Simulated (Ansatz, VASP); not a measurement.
## CsBe3Ag: VASP beside Ansatz

The input INCAR:

```
SYSTEM = CsBe3Ag
PREC     = Accurate       ! precision mode
ENCUT    = 520            ! plane-wave cutoff, eV
EDIFF    = 1E-6           ! SCF threshold, eV
ISMEAR   = 0              ! smearing method
SIGMA    = 0.1            ! smearing width, eV
LREAL    = .FALSE.        ! projectors in reciprocal space
LASPH    = .TRUE.         ! aspherical terms in the spheres
NELM     = 60             ! most SCF steps
ALGO     = Normal         ! electronic algorithm
ISIF     = 2              ! what is computed and relaxed
LWAVE    = .FALSE.        ! write WAVECAR
LCHARG   = .FALSE.        ! write CHGCAR
GGA      = PE             ! functional
NBANDS   = 21             ! bands
```

KPOINTS

```
Automatic mesh
0
G
  4 4 4
  0 0 0
```

File POSCAR:

```
CsBe3Ag
1.0
    4.0366661600      0.0000000000      0.0000000000
    0.0000000000      4.0366661600      0.0000000000
    0.0000000000      0.0000000000      6.3439384500
Cs Be Ag
1 3 1
Direct
    0.0000000000      0.0000000000      0.0000000000
    0.0000000000      0.5000000000      0.5000000000
    0.5000000000      0.0000000000      0.5000000000
    0.5000000000      0.5000000000      0.5000000000
    0.0000000000      0.0000000000      0.5000000000
```

Input for Ansatz:

```yaml
crystal:
  lattice:
    - [4.03666616, 0.0, 0.0]
    - [0.0, 4.03666616, 0.0]
    - [0.0, 0.0, 6.34393845]
  atoms:
    - { symbol: Cs, position: [0.0, 0.0, 0.0] }
    - { symbol: Be, position: [0.0, 0.5, 0.5] }
    - { symbol: Be, position: [0.5, 0.0, 0.5] }
    - { symbol: Be, position: [0.5, 0.5, 0.5] }
    - { symbol: Ag, position: [0.0, 0.0, 0.5] }
basis:
  ecutwfc: 420
kpoints:
  mp_grid: { grid: [4, 4, 4] }
hamiltonian:
  xc: pbe
scf:
  occupations: { method: gaussian, width: 0.1 }
  lower_state_search: "off"
output:
  forces: true
  stress: true
  eigenvalues: true
```

Alike in both runs: task single point; functional PBE; k mesh 4 × 4 × 4; occupations gaussian, width 0.1 eV; no spin polarisation.

```csv
,VASP,Ansatz
version,VASP 6.6.1,Ansatz 0.2.0
potentials or method,"VASP PAW PBE potentials, release 64 (Cs_sv, Be, Ag), cutoff 520 eV","scalar-relativistic, plane waves, PAW"
valence electrons in the cell,26,34
```

```tsv
	VASP	Ansatz	Ansatz less VASP
gap on the k mesh at the Fermi level (eV)	none	none	-
pressure (GPa)	14.9	14.8	-0.04
traceless stress, the component that is largest in VASP (GPa)	-7.43	-7.46	-0.030
```

A gap of «none» marks a metal or a gap that the smearing closes. The functional is the same, so the differences come from potentials, cutoffs and numerics. VASP's potentials hold 26 valence electrons a cell and Ansatz's 34, so a difference there can come from the potentials and not from the codes.

The k mesh is coarse, so the values compare programs but aren't converged. Neither program's run includes spin-orbit coupling.
